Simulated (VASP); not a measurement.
# LiF (I4/mmm) in VASP: further runs

LiF is run at these levels: r2SCAN; tasks: single point.

Everything below comes from runs of VASP 6.6.1. Logs are shortened: lines on timing, memory, paths and dates and some standing lists are left out, and cuts for length are marked.

**1. The cell of the first run**

It takes space group I4/mmm (No. 139, tetragonal). The conventional cell has a = 2.848 Å, b = 2.848 Å, c = 3.424 Å, α = 90.00°, β = 90.00°, γ = 90.00°. Li (site symmetry 4/mmm) has 6 F at 1.71 to 2.01 Å within 2.3 Å. Within 2.3 Å of F (site symmetry 4/mmm) lie 6 Li at 1.71 to 2.01 Å.

**2. Single point, r2SCAN (strain -0.1500 x Voigt [1, 0, 0, 0, 0, 0])**

File POSCAR:

```
LiF
1.0
    0.0000000000      2.0140000000      2.0140000000
    1.7119000000      0.0000000000      2.0140000000
    1.7119000000      2.0140000000      0.0000000000
Li F
1 1
Direct
    0.0000000000      0.0000000000      0.0000000000
    0.5000000000      0.5000000000      0.5000000000
```

File INCAR.step1:

```
SYSTEM = LiF
ALGO = Normal
EDIFF = 1E-4
ENCUT = 520
GGA = PE
ISMEAR = 0
LASPH = .TRUE.
LCHARG = .FALSE.
LREAL = .FALSE.
LWAVE = .TRUE.
NBANDS = 12
NELM = 80
PREC = Accurate
SIGMA = 0.05
```

File INCAR.step2:

```
SYSTEM = LiF
ALGO = Normal
EDIFF = 1E-6
ENCUT = 520
ISIF = 2
ISMEAR = 0
ISTART = 1
LASPH = .TRUE.
LCHARG = .FALSE.
LMIXTAU = .TRUE.
LREAL = .FALSE.
LWAVE = .FALSE.
METAGGA = R2SCAN
NBANDS = 12
NELM = 80
PREC = Accurate
SIGMA = 0.05
```

File KPOINTS:

```
k-points
0
G
  10 10 10
  0 0 0
```

Potentials or basis: VASP PAW PBE potentials, release 64 (Li_sv, F).

The run is started by

```bash
$ cat potpaw_PBE.64/Li_sv/POTCAR potpaw_PBE.64/F/POTCAR > POTCAR
$ cp INCAR.step1 INCAR
$ mpirun -np 1 vasp_std > vasp.out
$ cp INCAR.step2 INCAR
$ mpirun -np 1 vasp_std > vasp.out
```

OUTCAR:

```text
SYSTEM = LiF
   EDIFF = 1E-6
   ENCUT = 520
   ISIF = 2
   ISMEAR = 0
   ISTART = 1
   LASPH = .TRUE.
   LREAL = .FALSE.
   METAGGA = R2SCAN
   NELM = 80
   PREC = Accurate

 ion  position               nearest neighbor table
   1  0.000  0.000  0.000-   2 1.71   2 1.71   2 2.01   2 2.01   2 2.01   2 2.01
   2  0.500  0.500  0.500-   1 1.71   1 1.71   1 2.01   1 2.01   1 2.01   1 2.01

  LATTYP: Found a body centered tetragonal cell.
 ALAT       =     2.8482261146
 C/A-ratio  =     1.2020815280

  Lattice vectors:

 A1 = (  -1.7119000000,   0.0000000000,  -2.0140000000)
 A2 = (  -1.7119000000,   0.0000000000,   2.0140000000)
 A3 = (   1.7119000000,   2.0140000000,   0.0000000000)

Analysis of symmetry for initial positions (statically):
=====================================================================
 Subroutine PRICEL returns:
 Original cell was already a primitive cell.

 Routine SETGRP: Setting up the symmetry group for a
 body centered tetragonal supercell.

 Subroutine GETGRP returns: Found 16 space group operations
 (whereof 16 operations were pure point group operations)
 out of a pool of 16 trial point group operations.

The static configuration has the point symmetry D_4h.

Analysis of symmetry for dynamics (positions and initial velocities):
=====================================================================
 Subroutine PRICEL returns:
 Original cell was already a primitive cell.

 Routine SETGRP: Setting up the symmetry group for a
 body centered tetragonal supercell.

 Subroutine GETGRP returns: Found 16 space group operations
 (whereof 16 operations were pure point group operations)
 out of a pool of 16 trial point group operations.

The dynamic configuration has the point symmetry D_4h.

 Subroutine INISYM returns: Found 16 space group operations
 (whereof 16 operations are pure point group operations),
 and found     1 'primitive' translations

----------------------------------------------------------------------------------------

                                     Primitive cell

  volume of cell :      13.8876

  direct lattice vectors                    reciprocal lattice vectors
     0.000000000  2.014000000  2.014000000    -0.292073135  0.248262165  0.248262165
     1.711900000  0.000000000  2.014000000     0.292073135 -0.248262165  0.248262165
     1.711900000  2.014000000  0.000000000     0.292073135  0.248262165 -0.248262165

  length of vectors
     2.848226115  2.643255116  2.643255116     0.456700034  0.456700034  0.456700034

  position of ions in fractional coordinates (direct lattice)
     0.000000000  0.000000000  0.000000000
     0.500000000  0.500000000  0.500000000

  ion indices of the primitive-cell ions
   primitive index   ion index
                 1           1
                 2           2

----------------------------------------------------------------------------------------

 KPOINTS: k-points

Automatic generation of k-mesh.
 Grid dimensions read from file:
 generate k-points for:   10   10   10

 Generating k-lattice:

  Cartesian coordinates                     Fractional coordinates (reciprocal lattice)
    -0.029207314  0.024826216  0.024826216     0.100000000  0.000000000  0.000000000
     0.029207314 -0.024826216  0.024826216     0.000000000  0.100000000  0.000000000
     0.029207314  0.024826216 -0.024826216     0.000000000  0.000000000  0.100000000

  Length of vectors
     0.045670003  0.045670003  0.045670003

  Shift w.r.t. Gamma in fractional coordinates (k-lattice)
     0.000000000  0.000000000  0.000000000

 Subroutine IBZKPT returns following result:
 ===========================================

 Found    102 irreducible k-points:

 Following reciprocal coordinates:
            Coordinates               Weight
  0.000000  0.000000  0.000000      1.000000
  0.100000  0.000000  0.000000      8.000000
  0.200000  0.000000  0.000000      8.000000
  0.300000  0.000000  0.000000      8.000000
  0.400000  0.000000  0.000000      8.000000
  0.500000  0.000000  0.000000      4.000000
[... 16 lines left out ...]
  0.300000  0.300000  0.000000      4.000000
  0.400000  0.300000  0.000000     16.000000
 [... further k-points ...]
   k-points           NKPTS =    102   k-points in BZ     NKDIM =    102   number of bands    NBANDS=     12
   number of dos      NEDOS =    301   number of ions     NIONS =      2
   total plane-waves  NPLWV =   9600
   dimension x,y,z NGX =    24 NGY =   20 NGZ =   20
   dimension x,y,z NGXF=    48 NGYF=   40 NGZF=   40
   ions per type =               1   1
   NGX,Y,Z   is equivalent  to a cutoff of  14.01, 12.58, 12.58 a.u.
   NGXF,Y,Z  is equivalent  to a cutoff of  28.02, 25.16, 25.16 a.u.
 SYSTEM =  LiF
   PREC   = accura    normal or accurate (medium, high low for compatibility)
   ISTART =      1    job   : 0-new  1-cont  2-samecut
   ICHARG =      0    charge: 1-file 2-atom 10-const
   ISPIN  =      1    spin polarized calculation?
   LNONCOLLINEAR =      F non collinear calculations
   LSORBIT =      F    spin-orbit coupling
   LASPH  =      T    aspherical Exc in radial PAW
   ENCUT  =  520.0 eV  38.22 Ry    6.18 a.u.   5.30  4.91  4.91*2*pi/ulx,y,z
   NELM   =     80;   NELMIN=  2; NELMDL=  0     # of ELM steps
   EDIFF  = 0.1E-05   stopping-criterion for ELM
   LREAL  =      F    real-space projection
   EDIFFG = 0.1E-04   stopping-criterion for IOM
   NSW    =      0    number of steps for IOM
   IBRION =     -1    ionic relax: 0-MD 1-quasi-New 2-CG
   NFREE  =      0    steps in history (QN), initial steepest desc. (CG)
   ISIF   =      2    stress and relaxation
   ISYM   =      2    0-nonsym 1-usesym 2-fastsym
   POTIM  = 0.5000    time-step for ionic-motion
   TEBEG  =    0.0;   TEEND  =   0.0 temperature during run
   PSTRESS=    0.0 pullay stress
   NELECT =      10.0000    total number of electrons
   NUPDOWN=      -1.0000    fix difference up-down
   EMIN   =  10.00;   EMAX   =-10.00  energy-range for DOS
   EFERMI =   0.00;   METHOD = LEGACY
   ISMEAR =     0;   SIGMA  =   0.05  broadening in eV -4-tet -1-fermi 0-gaus
   EFERMI_NEDOS =   21; number of points for ismear=-14 and -15
   IALGO  =     38    algorithm
   IMIX   =      4    mixing-type and parameters
     AMIX     =   0.40;   BMIX     =  1.00
     AMIX_MAG =   1.60;   BMIX_MAG =  1.00
  volume/ion in A,a.u.               =       6.94        46.86
  Fermi-wavevector in a.u.,A,eV,Ry     =   1.467346  2.772881 29.294743  2.153103
  Thomas-Fermi vector in A             =   2.582974
   LORBIT       =      0    0 simple, 1 ext, 2 COOP (PROOUT), +10 PAW based schemes
   METAGGA = R2SCAN    functional components
   LHFCALC =     F    Hartree Fock is set to
   AEXX    =    0.0000 exact exchange contribution
   IVDW    =     0    specifies the selected vdW correction
   LEPSILON=     F    determine dielectric tensor
   LRPA    =     F    only Hartree local field effects (RPA)
 non-spin polarized calculation
 Gauss-broadening in eV      SIGMA  =   0.05
  energy-cutoff  :      520.00
  volume of cell :       13.89
 maximum number of plane-waves:       394
 NGX is ok and might be reduce to    24
   NGX = 11   NGY =  9   NGZ =  9

 number of electron       9.9999994 magnetization

 Free energy of the ion-electron system (eV)
  ---------------------------------------------------
  ext. energy  EPLUGINS =         0.00000000
  ---------------------------------------------------
  free energy    TOTEN  =       -11.64685954 eV

  energy without entropy =      -11.64685954  energy(sigma->0) =      -11.64685954

 E-fermi :  -0.1363     XC(G=0): -11.3880

 val. band max:       -0.4564466243   @ k =   0.0000   0.0000   0.0000
 cond. band min:      11.0156072269   @ k =   0.0000   0.0000   0.0000
 fundamental gap:     11.4720538512
 Fermi energy:        -0.1362625754

 k-point     1 :       0.0000    0.0000    0.0000
  band No.  band energies     occupation
      1     -42.2778      2.00000
      2     -22.1466      2.00000
      3      -1.0612      2.00000
      4      -0.4564      2.00000
      5      -0.4564      2.00000
      6      11.0156      0.00000
      7      26.3262      0.00000
      8      26.3265      0.00000
      9      26.5089      0.00000
     10      26.5106      0.00000
     11      27.9363      0.00000
     12      30.4819      0.00000

 k-point     2 :       0.1000    0.0000    0.0000
  band No.  band energies     occupation
      1     -42.2658      2.00000
      2     -22.1073      2.00000
      3      -1.1860      2.00000
      4      -0.6423      2.00000
      5      -0.5238      2.00000
      6      11.3125      0.00000
      7      23.5894      0.00000
      8      24.3538      0.00000
      9      27.0535      0.00000
     10      27.9495      0.00000
     11      28.0824      0.00000
     12      31.3565      0.00000

 k-point     3 :       0.2000    0.0000    0.0000
  band No.  band energies     occupation
      1     -42.2343      2.00000
      2     -22.0010      2.00000
      3      -1.8090      2.00000
      4      -0.7691      2.00000
      5      -0.6958      2.00000
      6      11.9297      0.00000
      7      20.9518      0.00000
      8      22.3595      0.00000
      9      26.3733      0.00000
     10      28.9498      0.00000
     11      29.4763      0.00000
     12      31.7442      0.00000
[... 286 lines left out ...]
 k-point    23 :       0.3000    0.3000    0.0000
  band No.  band energies     occupation
      1     -42.1913      2.00000
      2     -21.6485      2.00000
      3      -3.0637      2.00000
      4      -1.8852      2.00000
      5      -0.8872      2.00000
      6      13.9844      0.00000
      7      20.3592      0.00000
      8      21.4453      0.00000
      9      23.0501      0.00000
     10      26.3040      0.00000
     11      37.3460      0.00000
     12      38.7819      0.00000

 k-point    24 :       0.4000    0.3000    0.0000
  band No.  band energies     occupation
      1     -42.1697      2.00000
      2     -21.5241      2.00000
      3      -3.5865      2.00000
      4      -2.0218      2.00000
      5      -1.0641      2.00000
      6      14.7048      0.00000
      7      19.0808      0.00000
      8      21.0921      0.00000
      9      23.8010      0.00000
     10      26.4252      0.00000
     11      37.2223      0.00000
     12      38.8628      0.00000

 [... further k-points ...]

------------------------ aborting loop because EDIFF is reached ----------------------------------------

  FORCE on cell =-STRESS in cart. coord.  units (eV):
  Direction    XX          YY          ZZ          XY          YZ          ZX
  --------------------------------------------------------------------------------------
  -------------------------------------------------------------------------------------
  Total        4.1400114      0.5196654      0.5196654      0.0000000      0.0000000      0.0000000
  in kB      477.6225289     59.9524637     59.9524637      0.0000000      0.0000000      0.0000000
  external PRESSURE =     199.1758188 kB  Pullay stress =       0.0000000 kB

 VOLUME and BASIS-vectors are now :
 -----------------------------------------------------------------------------
  energy-cutoff  :      520.00
  volume of cell :       13.89
      direct lattice vectors                 reciprocal lattice vectors
     0.000000000  2.014000000  2.014000000    -0.292073135  0.248262165  0.248262165
     1.711900000  0.000000000  2.014000000     0.292073135 -0.248262165  0.248262165
     1.711900000  2.014000000  0.000000000     0.292073135  0.248262165 -0.248262165

 POSITION                                       TOTAL-FORCE (eV/Angst)
 -----------------------------------------------------------------------------------
      0.00000      0.00000      0.00000         0.000000      0.000000      0.000000
      1.71190      2.01400      2.01400         0.000000      0.000000      0.000000
 -----------------------------------------------------------------------------------
    total drift:                               -0.000000     -0.000000      0.000000

  FREE ENERGIE OF THE ION-ELECTRON SYSTEM (eV)
  ---------------------------------------------------
  free  energy   TOTEN  =       -11.6468595396 eV

  energy  without entropy=      -11.6468595396  energy(sigma->0) =      -11.64685954
```

It took 3.4 min on 1 thread of AMD EPYC 7R13, shared host; peak memory 0.1 GiB.

What came out:

```yaml
Free_energy: -11.6469 eV
Band_gap_on_the_k_mesh: 11.47 eV, direct
```

Caveat: the cell differs from its parent crystal (strain -0.1500 x Voigt [1, 0, 0, 0, 0, 0]); the cutoff is under 1.25 times the usual one of these potentials, so pressure, stress and relaxed cells hold a basis-set (Pulay) error; the PAW data sets were made with another functional, which shifts forces and pressure a little. A k mesh can miss the band edges.

**3. Single point, r2SCAN (strain -0.1125 x Voigt [1, 0, 0, 0, 0, 0])**

File POSCAR:

```
LiF
1.0
    0.0000000000      2.0140000000      2.0140000000
    1.7874250000      0.0000000000      2.0140000000
    1.7874250000      2.0140000000      0.0000000000
Li F
1 1
Direct
    0.0000000000      0.0000000000      0.0000000000
    0.5000000000      0.5000000000      0.5000000000
```

File INCAR.step1:

```
SYSTEM = LiF
PREC = Accurate
ENCUT = 520
ISMEAR = 0
SIGMA = 0.05
LREAL = .FALSE.
LASPH = .TRUE.
NELM = 100
NBANDS = 12
GGA = PE
ALGO = Normal
EDIFF = 1E-4
LWAVE = .TRUE.
LCHARG = .FALSE.
```

File INCAR.step2:

```
SYSTEM = LiF
PREC = Accurate
ENCUT = 520
EDIFF = 1E-6
ISMEAR = 0
SIGMA = 0.05
LREAL = .FALSE.
LASPH = .TRUE.
NELM = 100
ALGO = Normal
ISIF = 2
LWAVE = .FALSE.
LCHARG = .FALSE.
METAGGA = R2SCAN
LMIXTAU = .TRUE.
NBANDS = 12
ISTART = 1
```

File KPOINTS:

```
regular mesh
0
G
  10 10 10
  0 0 0
```

Potentials or basis: VASP PAW PBE potentials, release 64 (Li_sv, F).

The run is started by

```bash
$ cat potpaw_PBE.64/Li_sv/POTCAR potpaw_PBE.64/F/POTCAR > POTCAR
$ cp INCAR.step1 INCAR
$ mpirun -np 1 vasp_std > vasp.out
$ cp INCAR.step2 INCAR
$ mpirun -np 1 vasp_std > vasp.out
```

Wall time 3.9 min (1 thread of AMD EPYC 7R13, shared host); peak memory 0.1 GiB.

Results (log left out):

```
Free energy            : -11.7893 eV
Band gap on the k mesh : 11.20 eV, direct
```

Levels at points of the mesh, in eV from the valence-band top:
```tsv
k point	band 3	band 4	band 5	band 6	band 7	band 8
(0.00, 0.00, 0.00)	-0.40	0.00	0.00	11.20	26.48	26.48
(0.50, 0.00, 0.00)	-2.94	-0.54	-0.26	12.39	19.44	20.15
(0.50, 0.50, 0.00)	-3.73	-1.59	-0.76	16.44	18.74	20.46
(0.00, 0.50, 0.50)	-3.55	-1.60	-1.60	16.79	18.99	20.73
```

Caveat: the cell differs from its parent crystal (strain -0.1125 x Voigt [1, 0, 0, 0, 0, 0]); the cutoff is under 1.25 times the usual one of these potentials, so pressure, stress and relaxed cells hold a basis-set (Pulay) error; the PAW data sets were made with another functional, which shifts forces and pressure a little. A k mesh can miss the band edges.

**4. Single point, r2SCAN (strain -0.0750 x Voigt [1, 0, 0, 0, 0, 0])**

File POSCAR:

```
LiF
1.0
    0.0000000000      2.0140000000      2.0140000000
    1.8629500000      0.0000000000      2.0140000000
    1.8629500000      2.0140000000      0.0000000000
Li F
1 1
Direct
    0.0000000000      0.0000000000      0.0000000000
    0.5000000000      0.5000000000      0.5000000000
```

File INCAR.step1:

```
SYSTEM = LiF
PREC = Accurate
ENCUT = 520
ISMEAR = 0
SIGMA = 0.05
LREAL = .False.
LASPH = .True.
NELM = 80
NBANDS = 12
GGA = PE
ALGO = Normal
EDIFF = 1E-4
LWAVE = .True.
LCHARG = .False.
```

File INCAR.step2:

```
SYSTEM = LiF
PREC = Accurate
ENCUT = 520
EDIFF = 1E-6
ISMEAR = 0
SIGMA = 0.05
LREAL = .False.
LASPH = .True.
NELM = 80
ALGO = Normal
ISIF = 2
LWAVE = .False.
LCHARG = .False.
METAGGA = R2SCAN
LMIXTAU = .True.
NBANDS = 12
ISTART = 1
```

File KPOINTS:

```
Automatic mesh
0
Gamma
  10 10 10
  0 0 0
```

The run is started by

```bash
$ cat potpaw_PBE.64/Li_sv/POTCAR potpaw_PBE.64/F/POTCAR > POTCAR
$ cp INCAR.step1 INCAR
$ mpirun -np 1 vasp_std > vasp.out
$ cp INCAR.step2 INCAR
$ mpirun -np 1 vasp_std > vasp.out
```

It took 3.3 min on 1 thread of AMD EPYC 7R13, shared host; peak memory 0.11 GiB.

It converged, with:

- Free energy: -11.8655 eV
- Band gap on the k mesh: 10.93 eV, direct

Levels at points of the mesh, in eV from the valence-band top:
| k point | band 2 | band 3 | band 4 | band 5 | band 6 | band 7 | band 8 | band 9 |
| --- | --- | --- | --- | --- | --- | --- | --- | --- |
| (0.00, 0.00, 0.00) | -21.38 | -0.24 | 0.00 | 0.00 | 10.93 | 26.08 | 26.08 | 26.45 |
| (0.50, 0.00, 0.00) | -20.92 | -2.78 | -0.43 | -0.25 | 12.21 | 19.03 | 20.27 | 21.98 |
| (0.50, 0.50, 0.00) | -20.63 | -3.46 | -1.38 | -0.85 | 16.30 | 18.23 | 20.06 | 22.60 |
| (0.00, 0.50, 0.50) | -20.53 | -3.36 | -1.38 | -1.38 | 17.02 | 17.91 | 20.20 | 22.10 |

Caveat: the cell differs from its parent crystal (strain -0.0750 x Voigt [1, 0, 0, 0, 0, 0]); the cutoff is under 1.25 times the usual one of these potentials, so pressure, stress and relaxed cells hold a basis-set (Pulay) error; the PAW data sets were made with another functional, which shifts forces and pressure a little. A k mesh can miss the band edges.

**5. Overview**

```tsv
cell	gap on the mesh (eV)
a = 2.848, b = 2.643, c = 2.643 Å, angles 65.2, 57.4, 57.4°, 2 atoms	11.47
a = 2.848, b = 2.693, c = 2.693 Å, angles 63.9, 58.1, 58.1°, 2 atoms	11.20
a = 2.848, b = 2.743, c = 2.743 Å, angles 62.5, 58.7, 58.7°, 2 atoms	10.93
```

Alike in all rows: task single point; level r2SCAN; potentials or basis VASP PAW PBE potentials, release 64 (Li_sv, F); no spin polarisation; k mesh 10 × 10 × 10; cutoff (eV) 520; smearing gaussian 0.05 eV.

Caveats: the cutoff is under 1.25 times the usual one of these potentials, so pressure, stress and relaxed cells hold a basis-set (Pulay) error; the PAW data sets were made with another functional, which shifts forces and pressure a little.

Absolute energies hang on the potentials; compare differences alone.
